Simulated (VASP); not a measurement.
# ScIn3 (Pm-3m) in VASP: single point with LDA

Aim: the single point of ScIn3 with LDA.

Everything below comes from runs of VASP 6.6.1. Logs are shortened: lines on timing, memory, paths and dates and some standing lists are left out, and cuts for length are marked.

**1. The cell of the first run**

Symmetry: Pm-3m, No. 221, cubic system. Conventional cell: a = 4.460 Å, b = 4.460 Å, c = 4.460 Å, α = 90.00°, β = 90.00°, γ = 90.00°. Sc (site symmetry m-3m) has 12 In at 3.15 Å within 4.1 Å. In (site symmetry 4/mmm) has 4 Sc at 3.15 Å and 8 In at 3.15 Å within 4.1 Å.

**2. Single point, LDA**

INCAR

```
  PREC = Accurate
  ENCUT = 520
  EDIFF = 1E-6
  ISMEAR = 1
  SIGMA = 0.1
  LREAL = False
  LASPH = True
  NELM = 80
  ALGO = Normal
  ISIF = 2
  LWAVE = False
  LCHARG = False
  NBANDS = 33
```

KPOINTS

```
Automatic mesh
0
Gamma
  5 5 5
```

POSCAR

```
ScIn3
1.0
    4.4600000000      0.0000000000      0.0000000000
    0.0000000000      4.4600000000      0.0000000000
    0.0000000000      0.0000000000      4.4600000000
Sc In
1 3
Direct
    0.0000000000      0.0000000000      0.0000000000
    0.0000000000      0.5000000000      0.5000000000
    0.5000000000      0.0000000000      0.5000000000
    0.5000000000      0.5000000000      0.0000000000
```

Potentials or basis: VASP PAW LDA potentials, release 64 (Sc_sv, In_d).

The run is started by

```
cat potpaw_LDA.64/Sc_sv/POTCAR potpaw_LDA.64/In_d/POTCAR > POTCAR
mpirun -np 1 vasp_std > vasp.out
```

OUTCAR:

```text
PREC = Accurate
   ENCUT = 520
   EDIFF = 1E-6
   ISMEAR = 1
   LREAL = False
   LASPH = True
   NELM = 80
   ISIF = 2

 ion  position               nearest neighbor table
   1  0.000  0.000  0.000-   2 3.15   3 3.15   4 3.15   2 3.15   3 3.15   2 3.15   4 3.15   2 3.15
                             3 3.15   4 3.15   3 3.15   4 3.15
   2  0.000  0.500  0.500-   1 3.15   3 3.15   4 3.15   1 3.15   4 3.15   1 3.15   3 3.15   1 3.15
                             3 3.15   4 3.15   4 3.15   3 3.15
   3  0.500  0.000  0.500-   1 3.15   2 3.15   4 3.15   1 3.15   4 3.15   2 3.15   4 3.15   4 3.15
                             1 3.15   2 3.15   1 3.15   2 3.15
   4  0.500  0.500  0.000-   1 3.15   2 3.15   3 3.15   2 3.15   3 3.15   1 3.15   3 3.15   3 3.15
                             1 3.15   2 3.15   2 3.15   1 3.15

  LATTYP: Found a simple cubic cell.
 ALAT       =     4.4600000000

  Lattice vectors:

 A1 = (   4.4600000000,   0.0000000000,   0.0000000000)
 A2 = (   0.0000000000,   4.4600000000,   0.0000000000)
 A3 = (   0.0000000000,   0.0000000000,   4.4600000000)

Analysis of symmetry for initial positions (statically):
=====================================================================
 Subroutine PRICEL returns:
 Original cell was already a primitive cell.

 Routine SETGRP: Setting up the symmetry group for a
 simple cubic supercell.

 Subroutine GETGRP returns: Found 48 space group operations
 (whereof 48 operations were pure point group operations)
 out of a pool of 48 trial point group operations.

The static configuration has the point symmetry O_h .

Analysis of symmetry for dynamics (positions and initial velocities):
=====================================================================
 Subroutine PRICEL returns:
 Original cell was already a primitive cell.

 Routine SETGRP: Setting up the symmetry group for a
 simple cubic supercell.

 Subroutine GETGRP returns: Found 48 space group operations
 (whereof 48 operations were pure point group operations)
 out of a pool of 48 trial point group operations.

The dynamic configuration has the point symmetry O_h .

 Subroutine INISYM returns: Found 48 space group operations
 (whereof 48 operations are pure point group operations),
 and found     1 'primitive' translations

----------------------------------------------------------------------------------------

                                     Primitive cell

  volume of cell :      88.7165

  direct lattice vectors                    reciprocal lattice vectors
     4.460000000  0.000000000  0.000000000     0.224215247  0.000000000  0.000000000
     0.000000000  4.460000000  0.000000000     0.000000000  0.224215247  0.000000000
     0.000000000  0.000000000  4.460000000     0.000000000  0.000000000  0.224215247

  length of vectors
     4.460000000  4.460000000  4.460000000     0.224215247  0.224215247  0.224215247

  position of ions in fractional coordinates (direct lattice)
     0.000000000  0.000000000  0.000000000
     0.000000000  0.500000000  0.500000000
     0.500000000  0.000000000  0.500000000
     0.500000000  0.500000000  0.000000000

  ion indices of the primitive-cell ions
   primitive index   ion index
                 1           1
                 2           2
                 3           3
                 4           4

----------------------------------------------------------------------------------------

 KPOINTS: Automatic mesh

Automatic generation of k-mesh.
 Grid dimensions read from file:
 generate k-points for:    5    5    5

 Generating k-lattice:

  Cartesian coordinates                     Fractional coordinates (reciprocal lattice)
     0.044843049  0.000000000  0.000000000     0.200000000  0.000000000  0.000000000
     0.000000000  0.044843049  0.000000000     0.000000000  0.200000000  0.000000000
     0.000000000  0.000000000  0.044843049     0.000000000  0.000000000  0.200000000

  Length of vectors
     0.044843049  0.044843049  0.044843049

  Shift w.r.t. Gamma in fractional coordinates (k-lattice)
     0.000000000  0.000000000  0.000000000

 Subroutine IBZKPT returns following result:
 ===========================================

 Found     10 irreducible k-points:

 Following reciprocal coordinates:
            Coordinates               Weight
  0.000000  0.000000  0.000000      1.000000
  0.200000  0.000000  0.000000      6.000000
  0.400000  0.000000  0.000000      6.000000
  0.200000  0.200000  0.000000     12.000000
  0.400000  0.200000  0.000000     24.000000
  0.400000  0.400000  0.000000     12.000000
  0.200000  0.200000  0.200000      8.000000
  0.400000  0.200000  0.200000     24.000000
  0.400000  0.400000  0.200000     24.000000
  0.400000  0.400000  0.400000      8.000000
   k-points           NKPTS =     10   k-points in BZ     NKDIM =     10   number of bands    NBANDS=     33
   number of dos      NEDOS =    301   number of ions     NIONS =      4
   total plane-waves  NPLWV =  46656
   dimension x,y,z NGX =    36 NGY =   36 NGZ =   36
   dimension x,y,z NGXF=    72 NGYF=   72 NGZF=   72
   ions per type =               1   3
   NGX,Y,Z   is equivalent  to a cutoff of  13.42, 13.42, 13.42 a.u.
   NGXF,Y,Z  is equivalent  to a cutoff of  26.84, 26.84, 26.84 a.u.
 SYSTEM =  unknown system
   PREC   = accura    normal or accurate (medium, high low for compatibility)
   ISTART =      0    job   : 0-new  1-cont  2-samecut
   ICHARG =      2    charge: 1-file 2-atom 10-const
   ISPIN  =      1    spin polarized calculation?
   LNONCOLLINEAR =      F non collinear calculations
   LSORBIT =      F    spin-orbit coupling
   LASPH  =      T    aspherical Exc in radial PAW
   ENCUT  =  520.0 eV  38.22 Ry    6.18 a.u.   8.29  8.29  8.29*2*pi/ulx,y,z
   NELM   =     80;   NELMIN=  2; NELMDL= -5     # of ELM steps
   EDIFF  = 0.1E-05   stopping-criterion for ELM
   LREAL  =      F    real-space projection
   EDIFFG = 0.1E-04   stopping-criterion for IOM
   NSW    =      0    number of steps for IOM
   IBRION =     -1    ionic relax: 0-MD 1-quasi-New 2-CG
   NFREE  =      0    steps in history (QN), initial steepest desc. (CG)
   ISIF   =      2    stress and relaxation
   ISYM   =      2    0-nonsym 1-usesym 2-fastsym
   POTIM  = 0.5000    time-step for ionic-motion
   TEBEG  =    0.0;   TEEND  =   0.0 temperature during run
   PSTRESS=    0.0 pullay stress
   NELECT =      50.0000    total number of electrons
   NUPDOWN=      -1.0000    fix difference up-down
   EMIN   =  10.00;   EMAX   =-10.00  energy-range for DOS
   EFERMI =   0.00;   METHOD = LEGACY
   ISMEAR =     1;   SIGMA  =   0.10  broadening in eV -4-tet -1-fermi 0-gaus
   EFERMI_NEDOS =   21; number of points for ismear=-14 and -15
   IALGO  =     38    algorithm
   IMIX   =      4    mixing-type and parameters
     AMIX     =   0.40;   BMIX     =  1.00
     AMIX_MAG =   1.60;   BMIX_MAG =  1.00
  volume/ion in A,a.u.               =      22.18       149.67
  Fermi-wavevector in a.u.,A,eV,Ry     =   1.352270  2.555419 24.880066  1.828633
  Thomas-Fermi vector in A             =   2.479622
   LORBIT       =      0    0 simple, 1 ext, 2 COOP (PROOUT), +10 PAW based schemes
   GGA     = CA    functional components
   LHFCALC =     F    Hartree Fock is set to
   AEXX    =    0.0000 exact exchange contribution
   IVDW    =     0    specifies the selected vdW correction
   LEPSILON=     F    determine dielectric tensor
   LRPA    =     F    only Hartree local field effects (RPA)
 non-spin polarized calculation
 Methfessel and Paxton  Order N= 1 SIGMA  =   0.10
  energy-cutoff  :      520.00
  volume of cell :       88.72
 maximum number of plane-waves:      2408
 NGX is ok and might be reduce to    36
   NGX = 17   NGY = 17   NGZ = 17

 number of electron      50.0000012 magnetization

 Free energy of the ion-electron system (eV)
  ---------------------------------------------------
  ext. energy  EPLUGINS =         0.00000000
  ---------------------------------------------------
  free energy    TOTEN  =       -17.97809721 eV

  energy without entropy =      -17.97566978  energy(sigma->0) =      -17.97728807

 E-fermi :   8.0535     XC(G=0): -11.1498

 val. band max:        7.8032643494   @ k =   0.4000   0.4000   0.0000
 cond. band min:       8.0999199171   @ k =   0.2000   0.2000   0.0000
 fundamental gap:      0.2966555677
 Fermi energy:         8.0535321664

 k-point     1 :       0.0000    0.0000    0.0000
  band No.  band energies     occupation
      1     -41.2021      2.00000
      2     -20.1968      2.00000
      3     -20.1968      2.00000
      4     -20.1968      2.00000
      5      -6.9243      2.00000
      6      -6.9084      2.00000
[... 25 lines left out ...]
     32      12.5240      0.00000
     33      12.5240      0.00000

 k-point     2 :       0.2000    0.0000    0.0000
  band No.  band energies     occupation
      1     -41.2020      2.00000
      2     -20.2008      2.00000
      3     -20.1969      2.00000
      4     -20.1969      2.00000
      5      -6.8945      2.00000
      6      -6.8723      2.00000
[... 25 lines left out ...]
     32      12.4773      0.00000
     33      12.4773      0.00000

 k-point     3 :       0.4000    0.0000    0.0000
  band No.  band energies     occupation
      1     -41.2018      2.00000
      2     -20.2074      2.00000
      3     -20.1972      2.00000
      4     -20.1972      2.00000
      5      -6.8697      2.00000
      6      -6.7621      2.00000
[... 25 lines left out ...]
     32      11.3934      0.00000
     33      11.5183      0.00000

 k-point     4 :       0.2000    0.2000    0.0000
  band No.  band energies     occupation
      1     -41.2019      2.00000
      2     -20.2012      2.00000
      3     -20.2002      2.00000
      4     -20.1971      2.00000
      5      -6.8522      2.00000
      6      -6.8448      2.00000
[... 169 lines left out ...]
     32      12.2799      0.00000
     33      13.0611      0.00000

 k-point     9 :       0.4000    0.4000    0.2000
  band No.  band energies     occupation
      1     -41.2015      2.00000
      2     -20.2054      2.00000
      3     -20.2049      2.00000
      4     -20.2000      2.00000
      5      -6.7622      2.00000
      6      -6.7033      2.00000
[... 25 lines left out ...]
     32      12.2052      0.00000
     33      13.2902      0.00000

 k-point    10 :       0.4000    0.4000    0.4000
  band No.  band energies     occupation
      1     -41.2013      2.00000
      2     -20.2045      2.00000
      3     -20.2039      2.00000
      4     -20.2039      2.00000
      5      -6.7771      2.00000
      6      -6.7301      2.00000
[... 25 lines left out ...]
     32      11.1332      0.00000
     33      16.1591      0.00000

------------------------ aborting loop because EDIFF is reached ----------------------------------------

  FORCE on cell =-STRESS in cart. coord.  units (eV):
  Direction    XX          YY          ZZ          XY          YZ          ZX
  --------------------------------------------------------------------------------------
  -------------------------------------------------------------------------------------
  Total       -1.7378775     -1.7378775     -1.7378775      0.0000000     -0.0000000      0.0000000
  in kB      -31.3852199    -31.3852199    -31.3852199      0.0000000     -0.0000000      0.0000000
  external PRESSURE =     -31.3852199 kB  Pullay stress =       0.0000000 kB

 VOLUME and BASIS-vectors are now :
 -----------------------------------------------------------------------------
  energy-cutoff  :      520.00
  volume of cell :       88.72
      direct lattice vectors                 reciprocal lattice vectors
     4.460000000  0.000000000  0.000000000     0.224215247  0.000000000  0.000000000
     0.000000000  4.460000000  0.000000000     0.000000000  0.224215247  0.000000000
     0.000000000  0.000000000  4.460000000     0.000000000  0.000000000  0.224215247

 POSITION                                       TOTAL-FORCE (eV/Angst)
 -----------------------------------------------------------------------------------
      0.00000      0.00000      0.00000         0.000000      0.000000      0.000000
      0.00000      2.23000      2.23000         0.000000      0.000000      0.000000
      2.23000      0.00000      2.23000         0.000000      0.000000      0.000000
      2.23000      2.23000      0.00000         0.000000      0.000000      0.000000
 -----------------------------------------------------------------------------------
    total drift:                                0.000000      0.000000      0.000000

  FREE ENERGIE OF THE ION-ELECTRON SYSTEM (eV)
  ---------------------------------------------------
  free  energy   TOTEN  =       -17.9780972131 eV

  energy  without entropy=      -17.9756697781  energy(sigma->0) =      -17.97728807
```

It took 26 s on 1 thread of Intel Xeon 6975P-C, shared host; peak memory 0.18 GiB.

What came out:

* Free energy: -17.9781 eV
* Pressure: -3.1 GPa
* Band gap on the k mesh: zero (band 25 reaches 8.11 eV, above the bottom of band 26 at 5.98 eV)

Caveat: spin-orbit coupling is left out, which moves the levels of the heavy elements.
